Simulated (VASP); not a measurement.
# Au (Cmcm) in VASP: notebook

The runs below take Au through single point, with PBEsol.

Everything below comes from runs of VASP 6.6.1. Logs are shortened: lines on timing, memory, paths and dates and some standing lists are left out, and cuts for length are marked.

## 1. The cell of the first run

The typed cell holds 2 atoms: a = 2.860 Å, b = 2.860 Å, c = 4.756 Å, α = 90.00°, β = 90.00°, γ = 120.05°.

This isn't the form of Au at room conditions, which is fcc.

## 2. Single point, PBEsol

INCAR

```
SYSTEM = Au
ALGO = Normal
EDIFF = 1E-6
ENCUT = 520
GGA = PS
ISIF = 2
ISMEAR = -1
LASPH = .True.
LCHARG = .False.
LREAL = .False.
LWAVE = .False.
NBANDS = 18
NELM = 100
PREC = Accurate
SIGMA = 0.05
```

KPOINTS

```
k-points
0
Gamma
  11 11 6
  0 0 0
```

POSCAR

```
Au
1.0
    1.4286796756     -2.4772829130      0.0000000000
    1.4286796756      2.4772829130      0.0000000000
    0.0000000000      0.0000000000      4.7557514470
Au
2
Direct
    0.3339079705      0.6660920295      0.2500000000
    0.6660920295      0.3339079705      0.7500000000
```

Potentials or basis: VASP PAW PBE potentials, release 64 (Au).

Launch:

```console
cat potpaw_PBE.64/Au/POTCAR > POTCAR
mpirun -np 1 vasp_std > vasp.out
```

OUTCAR:

```text
SYSTEM = Au
   EDIFF = 1E-6
   ENCUT = 520
   GGA = PS
   ISIF = 2
   ISMEAR = -1
   LASPH = .True.
   LREAL = .False.
   NELM = 100
   PREC = Accurate

 ion  position               nearest neighbor table
   1  0.334  0.666  0.250-   2 2.89   2 2.89   2 2.90   2 2.90   2 2.90   2 2.90
   2  0.666  0.334  0.750-   1 2.89   1 2.89   1 2.90   1 2.90   1 2.90   1 2.90

  LATTYP: Found a base centered orthorhombic cell.
 ALAT       =     2.8573593512
 B/A-ratio  =     1.7339666514
 C/A-ratio  =     1.6643868910

  Lattice vectors:

 A1 = (   1.4286796756,  -2.4772829130,   0.0000000000)
 A2 = (   1.4286796756,   2.4772829130,   0.0000000000)
 A3 = (   0.0000000000,   0.0000000000,   4.7557514470)

Analysis of symmetry for initial positions (statically):
=====================================================================
 Subroutine PRICEL returns:
 Original cell was already a primitive cell.

 Routine SETGRP: Setting up the symmetry group for a
 base centered orthorhombic supercell.

 Subroutine GETGRP returns: Found  8 space group operations
 (whereof  4 operations were pure point group operations)
 out of a pool of  8 trial point group operations.

The static configuration has the point symmetry C_2h.
 The point group associated with its full space group is D_2h.

Analysis of symmetry for dynamics (positions and initial velocities):
=====================================================================
 Subroutine PRICEL returns:
 Original cell was already a primitive cell.

 Routine SETGRP: Setting up the symmetry group for a
 base centered orthorhombic supercell.

 Subroutine GETGRP returns: Found  8 space group operations
 (whereof  4 operations were pure point group operations)
 out of a pool of  8 trial point group operations.

The dynamic configuration has the point symmetry C_2h.
 The point group associated with its full space group is D_2h.

 Subroutine INISYM returns: Found  8 space group operations
 (whereof  4 operations are pure point group operations),
 and found     1 'primitive' translations

----------------------------------------------------------------------------------------

                                     Primitive cell

  volume of cell :      33.6635

  direct lattice vectors                    reciprocal lattice vectors
     1.428679676 -2.477282913  0.000000000     0.349973481 -0.201834033  0.000000000
     1.428679676  2.477282913  0.000000000     0.349973481  0.201834033  0.000000000
     0.000000000  0.000000000  4.755751447     0.000000000  0.000000000  0.210271712

  length of vectors
     2.859730100  2.859730100  4.755751447     0.404002988  0.404002988  0.210271712

  position of ions in fractional coordinates (direct lattice)
     0.333907971  0.666092029  0.250000000
     0.666092029  0.333907971  0.750000000

  ion indices of the primitive-cell ions
   primitive index   ion index
                 1           1
                 2           2

----------------------------------------------------------------------------------------

 KPOINTS: k-points

Automatic generation of k-mesh.
 Grid dimensions read from file:
 generate k-points for:   11   11    6

 Generating k-lattice:

  Cartesian coordinates                     Fractional coordinates (reciprocal lattice)
     0.031815771 -0.018348548  0.000000000     0.090909091 -0.000000000  0.000000000
     0.031815771  0.018348548  0.000000000    -0.000000000  0.090909091  0.000000000
     0.000000000  0.000000000  0.035045285     0.000000000  0.000000000  0.166666667

  Length of vectors
     0.036727544  0.036727544  0.035045285

  Shift w.r.t. Gamma in fractional coordinates (k-lattice)
     0.000000000  0.000000000  0.000000000

 Subroutine IBZKPT returns following result:
 ===========================================

 Found    144 irreducible k-points:

 Following reciprocal coordinates:
            Coordinates               Weight
  0.000000  0.000000  0.000000      1.000000
  0.090909  0.000000  0.000000      4.000000
  0.181818  0.000000  0.000000      4.000000
  0.272727  0.000000  0.000000      4.000000
  0.363636  0.000000  0.000000      4.000000
  0.454545  0.000000  0.000000      4.000000
[... 16 lines left out ...]
 -0.272727  0.181818  0.000000      4.000000
 -0.181818  0.181818  0.000000      2.000000
 [... further k-points ...]
   k-points           NKPTS =    144   k-points in BZ     NKDIM =    144   number of bands    NBANDS=     18
   number of dos      NEDOS =    301   number of ions     NIONS =      2
   total plane-waves  NPLWV =  20736
   dimension x,y,z NGX =    24 NGY =   24 NGZ =   36
   dimension x,y,z NGXF=    48 NGYF=   48 NGZF=   72
   ions per type =               2
   NGX,Y,Z   is equivalent  to a cutoff of  13.95, 13.95, 12.58 a.u.
   NGXF,Y,Z  is equivalent  to a cutoff of  27.90, 27.90, 25.17 a.u.
 SYSTEM =  Au
   PREC   = accura    normal or accurate (medium, high low for compatibility)
   ISTART =      0    job   : 0-new  1-cont  2-samecut
   ICHARG =      2    charge: 1-file 2-atom 10-const
   ISPIN  =      1    spin polarized calculation?
   LNONCOLLINEAR =      F non collinear calculations
   LSORBIT =      F    spin-orbit coupling
   LASPH  =      T    aspherical Exc in radial PAW
   ENCUT  =  520.0 eV  38.22 Ry    6.18 a.u.   5.32  5.32  8.84*2*pi/ulx,y,z
   NELM   =    100;   NELMIN=  2; NELMDL= -5     # of ELM steps
   EDIFF  = 0.1E-05   stopping-criterion for ELM
   LREAL  =      F    real-space projection
[... 7 lines left out ...]
   TEBEG  =    0.0;   TEEND  =   0.0 temperature during run
   PSTRESS=    0.0 pullay stress
   NELECT =      22.0000    total number of electrons
   NUPDOWN=      -1.0000    fix difference up-down
   EMIN   =  10.00;   EMAX   =-10.00  energy-range for DOS
   EFERMI =   0.00;   METHOD = LEGACY
   ISMEAR =    -1;   SIGMA  =   0.05  broadening in eV -4-tet -1-fermi 0-gaus
   EFERMI_NEDOS =   21; number of points for ismear=-14 and -15
   IALGO  =     38    algorithm
   IMIX   =      4    mixing-type and parameters
     AMIX     =   0.40;   BMIX     =  1.00
     AMIX_MAG =   1.60;   BMIX_MAG =  1.00
  volume/ion in A,a.u.               =      16.83       113.59
  Fermi-wavevector in a.u.,A,eV,Ry     =   1.420679  2.684693 27.461017  2.018328
  Thomas-Fermi vector in A             =   2.541569
   LORBIT       =      0    0 simple, 1 ext, 2 COOP (PROOUT), +10 PAW based schemes
   GGA     = PS    functional components
   LHFCALC =     F    Hartree Fock is set to
   AEXX    =    0.0000 exact exchange contribution
   IVDW    =     0    specifies the selected vdW correction
   LEPSILON=     F    determine dielectric tensor
   LRPA    =     F    only Hartree local field effects (RPA)
 non-spin polarized calculation
  energy-cutoff  :      520.00
  volume of cell :       33.66
 maximum number of plane-waves:       922
 NGX is ok and might be reduce to    24
   NGX = 11   NGY = 11   NGZ = 17

 number of electron      22.0000002 magnetization

 Free energy of the ion-electron system (eV)
  ---------------------------------------------------
  ext. energy  EPLUGINS =         0.00000000
  ---------------------------------------------------
  free energy    TOTEN  =        -7.83822945 eV

  energy without entropy =       -7.83034579  energy(sigma->0) =       -7.83428762

 E-fermi :   9.4555     XC(G=0): -12.9584

 val. band max:        9.4555108107   @ k =  -0.4545   0.4545   0.5000
 cond. band min:       9.4618435957   @ k =  -0.4545   0.2727   0.5000
 fundamental gap:      0.0063327850
 Fermi energy:         9.4555448074

 k-point     1 :       0.0000    0.0000    0.0000
  band No.  band energies     occupation
      1      -0.5681      2.00000
      2       1.9767      2.00000
      3       4.6061      2.00000
      4       4.8410      2.00000
      5       4.8597      2.00000
      6       5.1806      2.00000
[... 10 lines left out ...]
     17      27.9136      0.00000
     18      27.9772      0.00000

 k-point     2 :       0.0909    0.0000    0.0000
  band No.  band energies     occupation
      1      -0.3060      2.00000
      2       2.1906      2.00000
      3       4.4813      2.00000
      4       4.9554      2.00000
      5       5.0236      2.00000
      6       5.1024      2.00000
[... 10 lines left out ...]
     17      26.6713      0.00000
     18      27.3386      0.00000

 k-point     3 :       0.1818    0.0000    0.0000
  band No.  band energies     occupation
      1       0.4303      2.00000
      2       2.6959      2.00000
      3       4.2551      2.00000
      4       4.8230      2.00000
      5       4.8339      2.00000
      6       5.3837      2.00000
[... 10 lines left out ...]
     17      26.0706      0.00000
     18      26.7349      0.00000

 k-point     4 :       0.2727    0.0000    0.0000
  band No.  band energies     occupation
      1       1.4348      2.00000
      2       2.9316      2.00000
      3       3.9839      2.00000
      4       4.4043      2.00000
      5       4.7226      2.00000
      6       5.1828      2.00000
[... 10 lines left out ...]
     17      25.0109      0.00000
     18      26.3374      0.00000

 k-point     5 :       0.3636    0.0000    0.0000
  band No.  band energies     occupation
      1       2.2185      2.00000
      2       2.7351      2.00000
      3       3.3788      2.00000
      4       4.8142      2.00000
      5       4.9516      2.00000
      6       5.1706      2.00000
[... 10 lines left out ...]
     17      22.7773      0.00000
     18      25.1556      0.00000

 k-point     6 :       0.4545    0.0000    0.0000
  band No.  band energies     occupation
      1       2.4785      2.00000
      2       2.5578      2.00000
      3       3.0693      2.00000
      4       4.8240      2.00000
      5       5.0719      2.00000
      6       5.2648      2.00000
[... 307 lines left out ...]
 k-point    21 :      -0.4545    0.1818    0.0000
  band No.  band energies     occupation
      1       2.8701      2.00000
      2       3.3373      2.00000
      3       3.3731      2.00000
      4       4.1665      2.00000
      5       4.6062      2.00000
      6       5.1615      2.00000
[... 10 lines left out ...]
     17      23.1642      0.00000
     18      24.1517      0.00000

 k-point    22 :      -0.3636    0.1818    0.0000
  band No.  band energies     occupation
      1       2.0584      2.00000
      2       3.4893      2.00000
      3       3.7769      2.00000
      4       3.7950      2.00000
      5       4.7505      2.00000
      6       4.8403      2.00000
[... 10 lines left out ...]
     17      25.0851      0.00000
     18      25.5934      0.00000

 k-point    23 :      -0.2727    0.1818    0.0000
  band No.  band energies     occupation
      1       1.0972      2.00000
      2       3.0550      2.00000
      3       4.0654      2.00000
      4       4.3276      2.00000
      5       4.7509      2.00000
      6       5.0940      2.00000
[... 10 lines left out ...]
     17      26.6321      0.00000
     18      26.7487      0.00000

 k-point    24 :      -0.1818    0.1818    0.0000
  band No.  band energies     occupation
      1       0.4290      2.00000
      2       2.6955      2.00000
      3       4.2461      2.00000
      4       4.8113      2.00000
      5       4.8363      2.00000
      6       5.3885      2.00000
[... 10 lines left out ...]
     17      26.0750      0.00000
     18      26.7116      0.00000

 [... further k-points ...]
[... 5 lines left out ...]
  --------------------------------------------------------------------------------------
  -------------------------------------------------------------------------------------
  Total        0.3649020      0.3588801      0.3594169      0.0000000      0.0000000      0.0000000
  in kB       17.3670960     17.0804930     17.1060383      0.0000000      0.0000000      0.0000000
  external PRESSURE =      17.1845424 kB  Pullay stress =       0.0000000 kB

 VOLUME and BASIS-vectors are now :
 -----------------------------------------------------------------------------
  energy-cutoff  :      520.00
  volume of cell :       33.66
      direct lattice vectors                 reciprocal lattice vectors
     1.428679676 -2.477282913  0.000000000     0.349973481 -0.201834033  0.000000000
     1.428679676  2.477282913  0.000000000     0.349973481  0.201834033  0.000000000
     0.000000000  0.000000000  4.755751447     0.000000000  0.000000000  0.210271712

 POSITION                                       TOTAL-FORCE (eV/Angst)
 -----------------------------------------------------------------------------------
      1.42868      0.82291      1.18894         0.000000      0.000630      0.000000
      1.42868     -0.82291      3.56681         0.000000     -0.000630     -0.000000
 -----------------------------------------------------------------------------------
    total drift:                               -0.000000     -0.000000      0.000000

  FREE ENERGIE OF THE ION-ELECTRON SYSTEM (eV)
  ---------------------------------------------------
  free  energy   TOTEN  =        -7.8382294520 eV

  energy  without entropy=       -7.8303457928  energy(sigma->0) =       -7.83428762
```

It took 21 s on 1 thread of Intel Xeon 6975P-C (Granite Rapids), shared host; peak memory 0.2 GiB.

What came out:

```yaml
Free_energy: -7.8382 eV
Pressure: 1.7 GPa
Band_gap_on_the_k_mesh: zero (bands 11 and 12 overlap by 6.39 eV)
```

Levels at points of the mesh, in eV from the Fermi level:
```csv
k point,band 8,band 9,band 10,band 11,band 12,band 13,band 14,band 15
"(0.00, 0.00, 0.00)",-3.63,-3.61,-2.17,-2.16,-1.19,2.87,14.52,15.88
"(0.00, 0.00, 0.50)",-4.65,-2.65,-2.65,-2.64,-2.64,10.92,10.92,14.83
```

Caveat: the PAW data sets were made with another functional, which shifts forces and pressure a little; spin-orbit coupling is left out, which moves the levels of the heavy elements.

## 3. Single point, PBEsol

This run uses another cell than the first one, of 17.02 Å³/atom.

INCAR

```
SYSTEM = Au
PREC = Accurate
ENCUT = 520
EDIFF = 1E-6
ISMEAR = -1
SIGMA = 0.05
LREAL = .FALSE.
LASPH = .TRUE.
NELM = 60
ALGO = Fast
ISIF = 2
LWAVE = .FALSE.
LCHARG = .FALSE.
GGA = PS
NBANDS = 18
```

KPOINTS

```
regular mesh
0
G
  11 11 6
  0 0 0
```

POSCAR

```
Au
1.0
    1.4332411566     -2.4867221897      0.0000000000
    1.4332411566      2.4867221897      0.0000000000
    0.0000000000      0.0000000000      4.7763936259
Au
2
Direct
    0.3342929751      0.6657070249      0.2500000000
    0.6657070249      0.3342929751      0.7500000000
```

Potentials or basis: VASP PAW PBE potentials, release 64 (Au).

Launch:

```console
cat potpaw_PBE.64/Au/POTCAR > POTCAR
mpirun -np 1 vasp_std > vasp.out
```

It took 27 s on 1 thread of Intel Xeon 6975P-C (Granite Rapids), shared host; peak memory 0.2 GiB.

It converged, with:

* Free energy: -7.8402 eV
* Pressure: -0.2 GPa
* Band gap on the k mesh: zero (bands 11 and 12 overlap by 6.34 eV)

Levels at points of the mesh, in eV from the Fermi level:
| k point | band 9 | band 10 | band 11 | band 12 | band 13 | band 14 |
| --- | --- | --- | --- | --- | --- | --- |
| (0.00, 0.00, 0.00) | -3.56 | -2.17 | -2.14 | -1.14 | 2.80 | 14.53 |
| (0.00, 0.00, 0.50) | -2.63 | -2.63 | -2.61 | -2.61 | 10.82 | 10.82 |

Caveat: the PAW data sets were made with another functional, which shifts forces and pressure a little; spin-orbit coupling is left out, which moves the levels of the heavy elements.

The gap in the log of VASP goes by the Fermi energy; the results here count the filled bands.